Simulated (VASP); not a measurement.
Crystal: Sn2PbO3.

```xyz
12
Lattice="-3.9798 0.0270 0.0702 0.0924 -0.0051 -5.3187 0.0791 -11.2887 -0.0114" Properties=species:S:1:pos:R:3 pbc="T T T"
Sn   -3.8582   -1.8028   -4.1406
Sn   -1.8676   -3.7507   -0.9598
Sn    0.0690   -9.4204   -4.2508
Sn   -1.9877   -7.4471   -1.0856
Pb   -3.8621   -5.6462   -3.9215
Pb   -1.9919    0.0871   -1.3111
O    -1.9109   -5.6327   -5.2233
O     0.0680   -3.7390    0.0093
O    -1.9053   -1.9125   -5.1793
O    -3.9396    0.0580   -0.1304
O     0.1064   -7.6877   -0.0612
O    -1.8488   -9.4180   -5.2932
```

* Program: VASP 6.6.1
* Task: relaxation of cell and atoms
* Functional: PBE
* Potentials or basis: VASP PAW PBE potentials, release 64 (Sn_d, Pb_d, O)
* Cutoff: 600 eV
* k mesh: 4 × 4 × 1
* Occupations: gaussian, width 0.1 eV
* Spin: no spin polarisation

At the start: pressure 3.4 GPa; volume 19.91 Å³/atom.

Task: How do energy, volume and symmetry change on relaxing?

Result: Over 27 steps the energy falls by 37.4 meV/atom and the volume is 19.69 Å³/atom (-1.1 %); space group P1 (No. 1, to 0.1 Å) before, Pmmn (No. 59, to 0.1 Å).

The path:
```csv
step,energy change (eV),largest force (eV/Å),pressure (GPa),volume (Å³)
1,0.0000,1.3813,3.42,238.86
2,-0.2024,0.9585,-3.29,253.86
3,-0.2685,0.6299,-1.29,248.61
4,-0.3674,0.2975,-0.30,245.85
5,-0.3765,0.3224,0.14,244.74
6,-0.3987,0.1821,-0.13,244.74
7,-0.4056,0.1569,-0.37,244.74
8,-0.4134,0.1408,0.15,242.72
9,-0.4139,0.1804,0.33,242.05
10,-0.4201,0.1536,0.11,241.84
11,-0.4233,0.1512,-0.22,241.51
12,-0.4298,0.1167,-0.12,240.42
13,-0.4355,0.1566,0.09,238.36
14,-0.4401,0.0857,-0.11,238.35
15,-0.4415,0.0844,-0.28,238.34
16,-0.4433,0.0801,0.17,236.91
17,-0.4434,0.0621,0.07,237.21
18,-0.4445,0.0430,0.01,237.10
19,-0.4446,0.0526,-0.02,237.04
20,-0.4454,0.0352,-0.01,236.88
21,-0.4462,0.0559,0.00,236.57
22,-0.4470,0.0297,0.04,236.40
23,-0.4475,0.0475,0.10,236.17
24,-0.4479,0.0391,-0.04,236.45
25,-0.4479,0.0467,-0.07,236.51
26,-0.4483,0.0290,-0.04,236.41
27,-0.4484,0.0232,-0.02,236.33
```

Final structure:
```
Sn Pb O
1.0
    -3.90789   -0.00071   -0.00099
    -0.00075    0.00092   -5.12447
    -0.00039  -11.80141    0.00375
Sn Pb O
4 2 6
Direct
  0.99997 0.78788 0.16399
  0.49947 0.21190 0.33601
  0.99994 0.78799 0.83598
  0.49991 0.21228 0.66415
  0.00009 0.73563 0.50006
  0.50007 0.26465 0.00013
  0.50038 0.99375 0.49991
  0.99970 0.99527 0.32835
  0.49959 0.00470 0.17153
  0.00012 0.00587 0.99999
  0.00058 0.99535 0.67157
  0.50017 0.00474 0.82830
```

Caveat: the k points lie up to 0.53 Å⁻¹ apart in the final cell.
